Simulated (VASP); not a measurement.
# Hf3N4 (I-43d) in VASP: relaxation of the atoms with PBEsol

Aim: the relaxation of the atoms of Hf3N4 with PBEsol.

Program: VASP 6.6.1. These are calculated values, not measurements. Logs are shortened: lines on timing, memory, paths and dates and some standing lists are left out, and cuts for length are marked.

## Step 1: The cell of the first run

It takes space group I-43d (No. 220, cubic). Conventional cell: a = 6.866 Å, b = 6.866 Å, c = 6.866 Å, α = 90.00°, β = 90.00°, γ = 90.00°. Within 3.0 Å of Hf (site symmetry -4) lie 8 N at 2.24 to 2.53 Å. N (site symmetry 3) has 6 Hf at 2.24 to 2.53 Å and 5 N at 2.71 to 2.97 Å within 3.0 Å.

## Step 2: Relaxation of the atoms, PBEsol (11.56 Å³/atom)

INCAR

```
ALGO     = Normal         # electronic algorithm
EDIFF    = 1E-7           # SCF threshold, eV
EDIFFG   = -0.01          # ionic threshold
ENCUT    = 520            # plane-wave cutoff, eV
GGA      = PS             # functional
GGA_COMPAT= F            
IBRION   = 2              # ionic algorithm
ISIF     = 2              # what is computed and relaxed
ISMEAR   = 0              # smearing method
KPAR     = 4            
LASPH    = T              # aspherical terms in the spheres
LCHARG   = F              # write CHGCAR
LREAL    = F              # projectors in reciprocal space
LWAVE    = F              # write WAVECAR
NELM     = 120            # most SCF steps
NELMIN   = 4            
NSW      = 50             # ionic steps
PREC     = Accurate       # precision mode
SIGMA    = 0.02           # smearing width, eV
```

KPOINTS

```
k-points
0
Gamma
  6 6 6
```

POSCAR

```
Hf3N4
1.0
   -3.4328579060      3.4328579060      3.4328579060
    3.4328579060     -3.4328579060      3.4328579060
    3.4328579060      3.4328579060     -3.4328579060
Hf N
6 8
Direct
    0.2500000000      0.6250000000      0.3750000000
    0.3750000000      0.2500000000      0.6250000000
    0.7500000000      0.8750000000      0.1250000000
    0.1250000000      0.7500000000      0.8750000000
    0.6250000000      0.3750000000      0.2500000000
    0.8750000000      0.1250000000      0.7500000000
    0.1268879045      0.1268879045      0.1268879045
    0.8731120955      0.5000000000      0.0000000000
    0.5000000000      0.0000000000      0.3731120955
    0.0000000000      0.8731120955      0.5000000000
    0.3731120955      0.5000000000      0.0000000000
    0.6268879045      0.6268879045      0.6268879045
    0.0000000000      0.3731120955      0.5000000000
    0.5000000000      0.0000000000      0.8731120955
```

Potentials or basis: VASP PAW PBE potentials, release 64 (Hf_pv, N).

Started as:

```bash
$ cat potpaw_PBE.64/Hf_pv/POTCAR potpaw_PBE.64/N/POTCAR > POTCAR
$ mpirun -np 4 vasp_std > vasp.out
```

OUTCAR:

```text
EDIFF = 1E-7
   EDIFFG = -0.01
   ENCUT = 520
   GGA = PS
   IBRION = 2
   ISIF = 2
   ISMEAR = 0
   LASPH = T
   LREAL = F
   NELM = 120
   NELMIN = 4
   NSW = 50
   PREC = Accurate

 ion  position               nearest neighbor table
   1  0.250  0.625  0.375-   9 2.24  12 2.24   8 2.24  13 2.24  11 2.53   7 2.53  10 2.53  14 2.53
                             4 3.21   5 3.21   6 3.21   2 3.21   2 3.21   4 3.21   6 3.21   5 3.21
   2  0.375  0.250  0.625-  11 2.24  10 2.24   9 2.24  12 2.24  13 2.53   8 2.53   7 2.53  14 2.53
                             5 3.21   6 3.21   3 3.21   5 3.21   1 3.21   1 3.21   6 3.21   3 3.21
   3  0.750  0.875  0.125-  10 2.24   7 2.24  11 2.24  14 2.24   8 2.53  12 2.53  13 2.53   9 2.53
                             5 3.21   6 3.21   2 3.21   6 3.21   4 3.21   5 3.21   2 3.21   4 3.21
   4  0.125  0.750  0.875-   7 2.24  14 2.24  13 2.24   8 2.24  11 2.53  12 2.53   9 2.53  10 2.53
                             3 3.21   6 3.21   3 3.21   5 3.21   1 3.21   1 3.21   5 3.21   6 3.21
   5  0.625  0.375  0.250-  11 2.24  12 2.24  13 2.24  14 2.24   7 2.53   8 2.53   9 2.53  10 2.53
                             4 3.21   1 3.21   2 3.21   3 3.21   2 3.21   3 3.21   4 3.21   1 3.21
   6  0.875  0.125  0.750-   7 2.24   8 2.24   9 2.24  10 2.24  11 2.53  12 2.53  13 2.53  14 2.53
                             1 3.21   2 3.21   3 3.21   4 3.21   3 3.21   2 3.21   1 3.21   4 3.21
   7  0.127  0.127  0.127-   4 2.24   3 2.24   6 2.24   2 2.53   5 2.53   1 2.53
   8  0.873  0.500  0.000-   1 2.24   4 2.24   6 2.24   3 2.53   5 2.53   2 2.53
   9  0.500  0.000  0.373-   1 2.24   2 2.24   6 2.24   4 2.53   5 2.53   3 2.53
  10  0.000  0.873  0.500-   3 2.24   2 2.24   6 2.24   4 2.53   5 2.53   1 2.53
  11  0.373  0.500  0.000-   2 2.24   3 2.24   5 2.24   4 2.53   1 2.53   6 2.53
  12  0.627  0.627  0.627-   1 2.24   2 2.24   5 2.24   4 2.53   3 2.53   6 2.53
  13  0.000  0.373  0.500-   1 2.24   4 2.24   5 2.24   2 2.53   3 2.53   6 2.53
  14  0.500  0.000  0.873-   4 2.24   3 2.24   5 2.24   2 2.53   1 2.53   6 2.53

  LATTYP: Found a body centered cubic cell.
 ALAT       =     6.8657158120

  Lattice vectors:

 A1 = (  -3.4328579060,   3.4328579060,   3.4328579060)
 A2 = (   3.4328579060,  -3.4328579060,   3.4328579060)
 A3 = (   3.4328579060,   3.4328579060,  -3.4328579060)

Analysis of symmetry for initial positions (statically):
=====================================================================
 Subroutine PRICEL returns:
 Original cell was already a primitive cell.

 Routine SETGRP: Setting up the symmetry group for a
 body centered cubic supercell.

 Subroutine GETGRP returns: Found 24 space group operations
 (whereof  3 operations were pure point group operations)
 out of a pool of 48 trial point group operations.

The static configuration has the point symmetry C_3 .
 The point group associated with its full space group is T_d .

Analysis of symmetry for dynamics (positions and initial velocities):
=====================================================================
 Subroutine PRICEL returns:
 Original cell was already a primitive cell.

 Routine SETGRP: Setting up the symmetry group for a
 body centered cubic supercell.

 Subroutine GETGRP returns: Found 24 space group operations
 (whereof  3 operations were pure point group operations)
 out of a pool of 48 trial point group operations.

The dynamic configuration has the point symmetry C_3 .
 The point group associated with its full space group is T_d .

 Subroutine INISYM returns: Found 24 space group operations
 (whereof  3 operations are pure point group operations),
 and found     1 'primitive' translations

----------------------------------------------------------------------------------------

                                     Primitive cell

  volume of cell :     161.8182

  direct lattice vectors                    reciprocal lattice vectors
    -3.432857906  3.432857906  3.432857906     0.000000000  0.145651237  0.145651237
     3.432857906 -3.432857906  3.432857906     0.145651237  0.000000000  0.145651237
     3.432857906  3.432857906 -3.432857906     0.145651237  0.145651237  0.000000000

  length of vectors
     5.945884308  5.945884308  5.945884308     0.205981955  0.205981955  0.205981955

  position of ions in fractional coordinates (direct lattice)
     0.250000000  0.625000000  0.375000000
     0.375000000  0.250000000  0.625000000
     0.750000000  0.875000000  0.125000000
     0.125000000  0.750000000  0.875000000
     0.625000000  0.375000000  0.250000000
     0.875000000  0.125000000  0.750000000
     0.126887905  0.126887905  0.126887905
     0.873112095  0.500000000  0.000000000
     0.500000000  0.000000000  0.373112095
     0.000000000  0.873112095  0.500000000
     0.373112095  0.500000000  0.000000000
     0.626887905  0.626887905  0.626887905
     0.000000000  0.373112095  0.500000000
     0.500000000  0.000000000  0.873112095

  ion indices of the primitive-cell ions
   primitive index   ion index
                 1           1
                 2           2
                 3           3
                 4           4
                 5           5
                 6           6
                 7           7
                 8           8
                 9           9
                10          10
                11          11
                12          12
                13          13
                14          14

----------------------------------------------------------------------------------------

 KPOINTS: k-points

Automatic generation of k-mesh.
 Grid dimensions read from file:
 generate k-points for:    6    6    6

 Generating k-lattice:

  Cartesian coordinates                     Fractional coordinates (reciprocal lattice)
     0.000000000  0.024275206  0.024275206     0.166666667  0.000000000  0.000000000
     0.024275206  0.000000000  0.024275206     0.000000000  0.166666667  0.000000000
     0.024275206  0.024275206  0.000000000     0.000000000  0.000000000  0.166666667

  Length of vectors
     0.034330326  0.034330326  0.034330326

  Shift w.r.t. Gamma in fractional coordinates (k-lattice)
     0.000000000  0.000000000  0.000000000

 Subroutine IBZKPT returns following result:
 ===========================================

 Found     16 irreducible k-points:

 Following reciprocal coordinates:
            Coordinates               Weight
  0.000000  0.000000  0.000000      1.000000
  0.166667  0.000000  0.000000     12.000000
  0.333333  0.000000  0.000000     12.000000
  0.500000  0.000000  0.000000      6.000000
  0.166667  0.166667  0.000000     24.000000
  0.333333  0.166667  0.000000     48.000000
[... 8 lines left out ...]
  0.500000  0.500000  0.333333     12.000000
  0.500000  0.500000  0.500000      1.000000
   k-points           NKPTS =     16   k-points in BZ     NKDIM =     16   number of bands    NBANDS=     60
   number of dos      NEDOS =    301   number of ions     NIONS =     14
   total plane-waves  NPLWV = 110592
   dimension x,y,z NGX =    48 NGY =   48 NGZ =   48
   dimension x,y,z NGXF=    96 NGYF=   96 NGZF=   96
   ions per type =               6   8
   NGX,Y,Z   is equivalent  to a cutoff of  13.42, 13.42, 13.42 a.u.
   NGXF,Y,Z  is equivalent  to a cutoff of  26.84, 26.84, 26.84 a.u.
 SYSTEM =  unknown system
   PREC   = accura    normal or accurate (medium, high low for compatibility)
   ISTART =      0    job   : 0-new  1-cont  2-samecut
   ICHARG =      2    charge: 1-file 2-atom 10-const
   ISPIN  =      1    spin polarized calculation?
   LNONCOLLINEAR =      F non collinear calculations
   LSORBIT =      F    spin-orbit coupling
   LASPH  =      T    aspherical Exc in radial PAW
   ENCUT  =  520.0 eV  38.22 Ry    6.18 a.u.  11.06 11.06 11.06*2*pi/ulx,y,z
   NELM   =    120;   NELMIN=  4; NELMDL= -5     # of ELM steps
   EDIFF  = 0.1E-06   stopping-criterion for ELM
   LREAL  =      F    real-space projection
   EDIFFG = -.1E-01   stopping-criterion for IOM
   NSW    =     50    number of steps for IOM
   IBRION =      2    ionic relax: 0-MD 1-quasi-New 2-CG
   NFREE  =      1    steps in history (QN), initial steepest desc. (CG)
   ISIF   =      2    stress and relaxation
   ISYM   =      2    0-nonsym 1-usesym 2-fastsym
   POTIM  = 0.5000    time-step for ionic-motion
   TEBEG  =    0.0;   TEEND  =   0.0 temperature during run
   PSTRESS=    0.0 pullay stress
   NELECT =     100.0000    total number of electrons
   NUPDOWN=      -1.0000    fix difference up-down
   EMIN   =  10.00;   EMAX   =-10.00  energy-range for DOS
   EFERMI =   0.00;   METHOD = LEGACY
   ISMEAR =     0;   SIGMA  =   0.02  broadening in eV -4-tet -1-fermi 0-gaus
   EFERMI_NEDOS =   21; number of points for ismear=-14 and -15
   IALGO  =     38    algorithm
   IMIX   =      4    mixing-type and parameters
     AMIX     =   0.40;   BMIX     =  1.00
     AMIX_MAG =   1.60;   BMIX_MAG =  1.00
  volume/ion in A,a.u.               =      11.56        78.00
  Fermi-wavevector in a.u.,A,eV,Ry     =   1.394437  2.635104 26.455923  1.944456
  Thomas-Fermi vector in A             =   2.517987
   LORBIT       =      0    0 simple, 1 ext, 2 COOP (PROOUT), +10 PAW based schemes
   GGA     = PS    functional components
   LHFCALC =     F    Hartree Fock is set to
   AEXX    =    0.0000 exact exchange contribution
   IVDW    =     0    specifies the selected vdW correction
   LEPSILON=     F    determine dielectric tensor
   LRPA    =     F    only Hartree local field effects (RPA)
 conjugate gradient relaxation of ions
 non-spin polarized calculation
 Gauss-broadening in eV      SIGMA  =   0.02
  energy-cutoff  :      520.00
  volume of cell :      161.82
 maximum number of plane-waves:      4394
 NGX is ok and might be reduce to    48
   NGX = 23   NGY = 23   NGZ = 23

--------------------------------------- Ionic step        1  -------------------------------------------

 number of electron     100.0000012 magnetization

 Free energy of the ion-electron system (eV)
  ---------------------------------------------------
  ext. energy  EPLUGINS =         0.00000000
  ---------------------------------------------------
  free energy    TOTEN  =      -155.63140301 eV

  energy without entropy =     -155.63140301  energy(sigma->0) =     -155.63140301

------------------------ aborting loop because EDIFF is reached ----------------------------------------

  FORCE on cell =-STRESS in cart. coord.  units (eV):
  Direction    XX          YY          ZZ          XY          YZ          ZX
  --------------------------------------------------------------------------------------
  -------------------------------------------------------------------------------------
  Total      -22.2498956    -22.2498956    -22.2498956      0.0000000      0.0000000      0.0000000
  in kB     -220.2982698   -220.2982698   -220.2982698      0.0000000      0.0000000      0.0000000
  external PRESSURE =    -220.2982698 kB  Pullay stress =       0.0000000 kB
[... 225 lines left out ...]
  energy  without entropy=     -155.7321117260  energy(sigma->0) =     -155.73211173

--------------------------------------- Ionic step        6  -------------------------------------------

 number of electron     100.0000012 magnetization

 Free energy of the ion-electron system (eV)
  ---------------------------------------------------
  ext. energy  EPLUGINS =         0.00000000
  ---------------------------------------------------
  free energy    TOTEN  =      -155.73222619 eV

  energy without entropy =     -155.73222619  energy(sigma->0) =     -155.73222619

 E-fermi :   5.7621     XC(G=0): -12.5396

 val. band max:        5.6617988989   @ k =   0.0000   0.0000   0.0000
 cond. band min:       6.7821840374   @ k =   0.0000   0.0000   0.0000
 fundamental gap:      1.1203851385
 Fermi energy:         5.7620923008

 k-point     1 :       0.0000    0.0000    0.0000
  band No.  band energies     occupation
      1     -24.8577      2.00000
      2     -24.8577      2.00000
      3     -24.8577      2.00000
      4     -24.7966      2.00000
      5     -24.7651      2.00000
      6     -24.7651      2.00000
[... 1038 lines left out ...]
  FREE ENERGIE OF THE ION-ELECTRON SYSTEM (eV)
  ---------------------------------------------------
  free  energy   TOTEN  =      -155.7322261914 eV

  energy  without entropy=     -155.7322261914  energy(sigma->0) =     -155.73222619

 reached required accuracy - stopping structural energy minimisation
```

Run time: 5.6 min. Hardware: 4 MPI ranks of Intel Xeon Platinum 8259CL at 2.50GHz (Skylake/Cascade Lake), shared host; peak memory 0.4 GiB.

Results:

- Free energy: -155.7322 eV
- Energy gained by relaxing: 7.2 meV/atom
- Ionic steps: 6
- Pressure after relaxing: -17.1 GPa
- Band gap on the k mesh: 1.12 eV

Step by step:
| step | energy change (eV) | largest force (eV/Å) | pressure (GPa) |
| --- | --- | --- | --- |
| 1 | 0.0000 | 0.2837 | -22.03 |
| 2 | -0.0289 | 0.2438 | -21.32 |
| 3 | -0.0877 | 0.1100 | -18.97 |
| 4 | -0.0538 | 0.2293 | -13.19 |
| 5 | -0.1007 | 0.0108 | -17.25 |
| 6 | -0.1008 | 0.0004 | -17.06 |

Final structure:
```cif
data_structure
_symmetry_space_group_name_H-M 'P 1'
_symmetry_Int_Tables_number 1
_cell_length_a 5.9459
_cell_length_b 5.9459
_cell_length_c 5.9459
_cell_angle_alpha 109.471
_cell_angle_beta 109.471
_cell_angle_gamma 109.471
_cell_volume 161.82
loop_
_atom_site_label
_atom_site_type_symbol
_atom_site_fract_x
_atom_site_fract_y
_atom_site_fract_z
_atom_site_occupancy
Hf1 Hf 0.25000 0.62500 0.37500 1
Hf2 Hf 0.37500 0.25000 0.62500 1
Hf3 Hf 0.75000 0.87500 0.12500 1
Hf4 Hf 0.12500 0.75000 0.87500 1
Hf5 Hf 0.62500 0.37500 0.25000 1
Hf6 Hf 0.87500 0.12500 0.75000 1
N1 N 0.11273 0.11273 0.11273 1
N2 N 0.88726 0.50000 0.00000 1
N3 N 0.50000 0.00000 0.38727 1
N4 N 0.00000 0.88726 0.50000 1
N5 N 0.38727 0.50000 0.00000 1
N6 N 0.61273 0.61273 0.61273 1
N7 N 0.00000 0.38727 0.50000 1
N8 N 0.50000 0.00000 0.88726 1
```

Levels at points of the mesh, in eV from the valence-band top:
| k point | band 47 | band 48 | band 49 | band 50 | band 51 | band 52 | band 53 | band 54 |
| --- | --- | --- | --- | --- | --- | --- | --- | --- |
| (0.00, 0.00, 0.00) | -1.05 | 0.00 | 0.00 | 0.00 | 1.12 | 1.12 | 2.40 | 2.40 |
| (0.50, 0.00, 0.00) | -1.13 | -1.13 | -0.74 | -0.74 | 2.61 | 2.61 | 2.94 | 2.94 |
| (0.50, 0.50, 0.50) | -0.50 | -0.50 | -0.50 | -0.50 | 3.93 | 3.93 | 3.93 | 3.93 |

Caveat: the PAW data sets were made with another functional, which shifts forces and pressure a little; spin-orbit coupling is left out, which moves the levels of the heavy elements. A k mesh can miss the band edges.
